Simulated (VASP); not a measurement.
# Si10H5Cl in VASP: notebook, part 2 of 2

VASP 6.6.1.

**3. Single point, PBE**

INCAR

```
PREC = Accurate ; ENCUT = 520
EDIFF = 1E-6 ; ISMEAR = -1
SIGMA = 0.02 ; LREAL = Auto
LASPH = T ; NELM = 60
ALGO = Normal ; ISIF = 2
LWAVE = F ; LCHARG = T
GGA = PE ; LELF = T
LVHAR = T ; NBANDS = 74
```

KPOINTS

```
Automatic mesh
0
Gamma
  2 2 1
```

POSCAR

```
Si10H5Cl
1.0
    7.6791800000      0.0000000000      0.0000000000
    0.0000000000      7.6791800000      0.0000000000
    0.0000000000      0.0000000000     18.2543620000
H Si Cl
10 20 2
Direct
    0.4093920184      0.0000000000      0.0547814270
    0.0906079816      0.0000000000      0.0547814270
    0.9093920184      0.0000000000      0.0547814270
    0.5906079816      0.0000000000      0.0547814270
    0.4093920184      0.5000000000      0.0547814270
    0.0906079816      0.5000000000      0.0547814270
    0.9093920184      0.5000000000      0.0547814270
    0.5906079816      0.5000000000      0.0547814270
    0.2500005209      0.4586367294      0.4712448455
    0.7499994791      0.5038618707      0.4696650587
    0.2500000000      0.0000000000      0.1021947521
    0.7500000000      0.0000000000      0.1021947521
    0.2500000000      0.5000000000      0.1021947521
    0.7500000000      0.5000000000      0.1021947521
    0.2500006511      0.2499046773      0.1740906091
    0.7500010418      0.2493464146      0.1735106930
    0.2499997396      0.7512884188      0.1792493213
    0.7499997396      0.7497383835      0.1784966793
   -0.0004516107      0.2521295242      0.2469557139
    0.5004533036      0.2521306962      0.2469550566
   -0.0014109579      0.7532184426      0.2556708364
    0.5014103068      0.7532189635      0.2556706172
   -0.0191072484      0.0100328420      0.3283859496
    0.5191067275      0.0100344047      0.3283846896
   -0.0025717590      0.4936696366      0.3262720439
    0.5025708474      0.4936702877      0.3262717152
    0.2500001302      0.1077930196      0.3689529111
    0.7499990884      0.1101060269      0.4127060699
    0.2499997396      0.4157963480      0.3912990769
    0.7499990884      0.4202154397      0.3954511256
    0.5473170312      1.0806389484      0.4994791382
    0.9526795830      1.0806493662      0.4994799051
```

Potentials or basis: VASP PAW PBE potentials, release 64 (H, Si, Cl).

Launch:

```sh
cat potpaw_PBE.64/H/POTCAR potpaw_PBE.64/Si/POTCAR potpaw_PBE.64/Cl/POTCAR > POTCAR
mpirun -np 1 vasp_std > vasp.out
```

OUTCAR:

```text
PREC = Accurate
   ENCUT = 520
   EDIFF = 1E-6
   ISMEAR = -1
   LREAL = Auto
   LASPH = T
   NELM = 60
   ISIF = 2
   GGA = PE

 ion  position               nearest neighbor table
   1  0.409  0.000  0.055-  11 1.50
   2  0.091  0.000  0.055-  11 1.50
   3  0.909  0.000  0.055-  12 1.50
   4  0.591  0.000  0.055-  12 1.50
   5  0.409  0.500  0.055-  13 1.50
   6  0.091  0.500  0.055-  13 1.50
   7  0.909  0.500  0.055-  14 1.50
   8  0.591  0.500  0.055-  14 1.50
   9  0.250  0.459  0.471-  29 1.50
  10  0.750  0.504  0.470-  30 1.50
  11  0.250  0.000  0.102-   1 1.50   2 1.50  15 2.32  17 2.37
  12  0.750  0.000  0.102-   3 1.50   4 1.50  16 2.32  18 2.37
  13  0.250  0.500  0.102-   5 1.50   6 1.50  15 2.33  17 2.39
  14  0.750  0.500  0.102-   7 1.50   8 1.50  16 2.32  18 2.37
  15  0.250  0.250  0.174-  11 2.32  13 2.33  20 2.34  19 2.34
  16  0.750  0.249  0.174-  12 2.32  14 2.32  20 2.34  19 2.34
  17  0.250  0.751  0.179-  11 2.37  22 2.38  21 2.38  13 2.39
  18  0.750  0.750  0.178-  14 2.37  22 2.37  21 2.37  12 2.37
  19  1.000  0.252  0.247-  15 2.34  16 2.34  25 2.35  23 2.38  27 3.14
  20  0.500  0.252  0.247-  15 2.34  16 2.34  26 2.35  24 2.38  27 3.14
[... 245 lines left out ...]
      1     -15.9741      2.00000
      2     -15.3226      2.00000
      3     -12.0943      2.00000
      4     -10.9918      2.00000
      5     -10.2405      2.00000
      6     -10.2253      2.00000
[... 257 lines left out ...]
     63       2.8570      0.00000
     64       2.8875      0.00000
 [bands above 64 left out]

------------------------ aborting loop because EDIFF is reached ----------------------------------------

  FORCE on cell =-STRESS in cart. coord.  units (eV):
  Direction    XX          YY          ZZ          XY          YZ          ZX
  --------------------------------------------------------------------------------------
  -------------------------------------------------------------------------------------
  Total       15.4027674      1.8586636     -0.3811368      0.0001140     -0.0081780      0.0002967
  in kB       22.9251922      2.7664003     -0.5672769      0.0001697     -0.0121720      0.0004416
  external PRESSURE =       8.3747719 kB  Pullay stress =       0.0000000 kB

 VOLUME and BASIS-vectors are now :
 -----------------------------------------------------------------------------
  energy-cutoff  :      520.00
  volume of cell :     1076.46
      direct lattice vectors                 reciprocal lattice vectors
     7.679180000  0.000000000  0.000000000     0.130222237  0.000000000  0.000000000
     0.000000000  7.679180000  0.000000000     0.000000000  0.130222237  0.000000000
     0.000000000  0.000000000 18.254362000     0.000000000  0.000000000  0.054781427

 POSITION                                       TOTAL-FORCE (eV/Angst)
 -----------------------------------------------------------------------------------
      3.14379      0.00000      1.00000        -0.627865     -0.052465      0.006997
      0.69580      0.00000      1.00000         0.627881     -0.052458      0.006997
      6.98338      0.00000      1.00000        -0.627459     -0.056427      0.002410
      4.53539      0.00000      1.00000         0.627470     -0.056417      0.002415
      3.14379      3.83959      1.00000        -0.616487      0.070644      0.003405
      0.69580      3.83959      1.00000         0.616504      0.070641      0.003402
[... 24 lines left out ...]
      4.20295      0.61924      9.11767         0.014308      0.000579     -0.011969
      7.31580      0.61932      9.11769        -0.014424      0.000798     -0.011823
 -----------------------------------------------------------------------------------
    total drift:                               -0.000240     -0.009822      0.019976

  FREE ENERGIE OF THE ION-ELECTRON SYSTEM (eV)
  ---------------------------------------------------
  free  energy   TOTEN  =      -143.3112532774 eV

  energy  without entropy=     -143.3112493044  energy(sigma->0) =     -143.31125129
```

stdout:

```text
POSCAR found type information on POSCAR H SiCl
 POSCAR found :  3 types and      32 ions
 scaLAPACK will be used
 LDA part: xc-table for (Slater+PW92), standard interpolation
 POSCAR, INCAR and KPOINTS ok, starting setup
 FFT: planning ... GRIDC
 FFT: planning ... GRID_SOFT
 FFT: planning ... GRID
 WAVECAR not read
 entering main loop
```

Run time: 9.3 min. Hardware: 1 thread of Intel Xeon 6975P-C (Granite Rapids), shared host; peak memory 1 GiB.

What came out:

```
Free energy            : -143.3113 eV
Largest force          : 0.630 eV/Å
Band gap on the k mesh : 0.44 eV (least direct gap 0.53 eV)
```

Forces in eV/Å, atoms in the order of the input:
```
H   -0.628 -0.052  0.007
H    0.628 -0.052  0.007
H   -0.627 -0.056  0.002
H    0.627 -0.056  0.002
H   -0.616  0.071  0.003
H    0.617  0.071  0.003
H   -0.616  0.049 -0.004
H    0.616  0.049 -0.004
H    0.000 -0.002 -0.007
H    0.000 -0.001 -0.006
Si   0.000 -0.205  0.007
Si   0.000 -0.278 -0.070
Si   0.000  0.249  0.089
Si   0.000  0.222 -0.025
Si   0.000 -0.005  0.006
Si   0.000 -0.002  0.000
Si   0.000 -0.003  0.001
Si   0.000  0.002 -0.002
Si  -0.002 -0.001 -0.003
Si   0.002  0.000 -0.003
Si  -0.004  0.001 -0.002
Si   0.004  0.001 -0.002
Si   0.007 -0.005 -0.007
Si  -0.007 -0.004 -0.007
Si   0.002 -0.004  0.000
Si  -0.002 -0.004  0.000
Si   0.000  0.003 -0.006
Si   0.000  0.004  0.030
Si   0.000  0.003  0.004
Si   0.000  0.008  0.009
Cl   0.014  0.001 -0.012
Cl  -0.014  0.001 -0.012
```
